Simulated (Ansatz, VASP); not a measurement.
## TiO in VASP and in Ansatz

POSCAR

```
TiO
1.0
    2.9362172690      0.0000000000      0.0000000000
   -1.4681086345      2.5428387460      0.0000000000
    0.0000000000      0.0000000000      3.4501003620
Ti O
1 1
Direct
    0.6666666667      0.3333333333      0.0000000000
    0.0000000000      0.0000000000      0.5000000000
```

The input INCAR.step1:

```
ALGO = Normal
EDIFF = 1E-4
ENCUT = 520
GGA = PE
ISMEAR = 0
LASPH = T
LCHARG = F
LREAL = F
LWAVE = T
NBANDS = 16
NELM = 100
PREC = Accurate
SIGMA = 0.03
```

Contents of INCAR.step2:

```
ALGO = Normal
EDIFF = 1E-6
ENCUT = 520
ISIF = 2
ISMEAR = 0
ISTART = 1
LASPH = T
LCHARG = F
LMIXTAU = T
LREAL = F
LWAVE = F
METAGGA = R2SCAN
NBANDS = 16
NELM = 100
PREC = Accurate
SIGMA = 0.03
```

The input KPOINTS:

```
k-points
0
Gamma
  12 12 12
```

Input for Ansatz:

```yaml
crystal:
  lattice:
    - [2.936217269, 0.0, 0.0]
    - [-1.4681086345, 2.542838746, 0.0]
    - [0.0, 0.0, 3.450100362]
  atoms:
    - { symbol: Ti, position: [0.6666666667, 0.3333333333, 0.0] }
    - { symbol: O, position: [0.0, 0.0, 0.5] }
basis:
  ecutwfc: 500
kpoints:
  mp_grid: { grid: [12, 12, 12] }
hamiltonian:
  xc: r2scan
scf:
  occupations: { method: gaussian, width: 0.03 }
output:
  forces: true
  stress: true
  eigenvalues: true
```

Alike in both runs: task single point; functional r2SCAN; k mesh 12 × 12 × 12; occupations gaussian, width 0.03 eV; no spin polarisation.

|  | VASP | Ansatz |
| --- | --- | --- |
| version | VASP 6.6.1 | Ansatz 0.2.0 |
| potentials or method | VASP PAW PBE potentials, release 64 (Ti_sv, O), cutoff 520 eV | scalar-relativistic, plane waves, PAW |
| valence electrons in the cell | 18 | 18 |

```csv
,VASP,Ansatz,Ansatz less VASP
gap on the k mesh at the Fermi level (eV),0.07,0.07,0.000
least direct gap on the mesh (eV),0.45,0.46,+0.005
```

VASP's potentials were made for PBE, not for r2SCAN. The functional is the same, so the differences come from potentials, cutoffs and numerics.
